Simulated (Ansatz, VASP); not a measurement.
One calculation of KTaO3, two programs

INCAR

```
ALGO = Normal
EDIFF = 1E-6
ENCUT = 520
GGA = CA
ISIF = 2
ISMEAR = -1
LASPH = T
LCHARG = F
LREAL = F
LWAVE = F
NBANDS = 27
NELM = 100
PREC = Accurate
SIGMA = 0.01
```

KPOINTS

```
k-points
0
Gamma
  5 5 5
```

Contents of POSCAR:

```
KTaO3
1.0
    3.9883000000      0.0000000000      0.0000000000
    0.0000000000      3.9883000000      0.0000000000
    0.0000000000      0.0000000000      4.0281830000
K Ta O
1 1 3
Direct
    0.5000000000      0.5000000000      0.5000000000
    0.0000000000      0.0000000000      0.0000000000
    0.5000000000      0.0000000000      0.0000000000
    0.0000000000      0.5000000000      0.0000000000
    0.0000000000      0.0000000000      0.5000000000
```

Input for Ansatz:

```yaml
crystal:
  lattice:
    - [3.9883, 0.0, 0.0]
    - [0.0, 3.9883, 0.0]
    - [0.0, 0.0, 4.028183]
  atoms:
    - { symbol: K, position: [0.5, 0.5, 0.5] }
    - { symbol: Ta, position: [0.0, 0.0, 0.0] }
    - { symbol: O, position: [0.5, 0.0, 0.0] }
    - { symbol: O, position: [0.0, 0.5, 0.0] }
    - { symbol: O, position: [0.0, 0.0, 0.5] }
kpoints:
  mp_grid: { grid: [5, 5, 5] }
  band_path:
    path:
      - [0.0, 0.0, 0.0]
      - [0.0, 0.5, 0.0]
      - [0.5, 0.5, 0.0]
      - [0.0, 0.0, 0.0]
      - [0.0, 0.0, 0.5]
      - [0.0, 0.5, 0.5]
      - [0.5, 0.5, 0.5]
      - [0.0, 0.0, 0.5]
      - [0.0, 0.5, 0.0]
    npoints: 5
scf:
  occupations: { method: fermi_dirac, width: 0.01 }
hamiltonian:
  xc: lda
  pseudopotentials: { kind: all_electron, lapw: { basis_error: 0.0005 } }
output:
  forces: true
  stress: true
  eigenvalues: true
```

Change from the starting cell: zz strain of +1 %.

Alike in both runs: task single point; functional LDA; k mesh 5 × 5 × 5; occupations fermi-dirac, width 0.01 eV; no spin polarisation.

|  | VASP | Ansatz |
| --- | --- | --- |
| version | VASP 6.6.1 | Ansatz 0.2.0 |
| potentials or method | VASP PAW LDA potentials, release 64 (K_sv, Ta_pv, O), cutoff 520 eV | all-electron LAPW, scalar-relativistic |

|  | VASP | Ansatz | Ansatz less VASP |
| --- | --- | --- | --- |
| gap on the k mesh at the Fermi level (eV) | 2.10 | 2.16 | +0.057 |
| pressure (GPa) | -6.3 | -7.4 | -1.05 |
| traceless stress, the component that is largest in VASP (GPa) | -2.34 | -2.28 | +0.056 |

LDA's correlation is that of Perdew and Zunger in VASP and of Perdew and Wang (1992) in Ansatz. Ansatz ran all-electron here, and VASP with PAW potentials.

Spin-orbit coupling is off throughout.
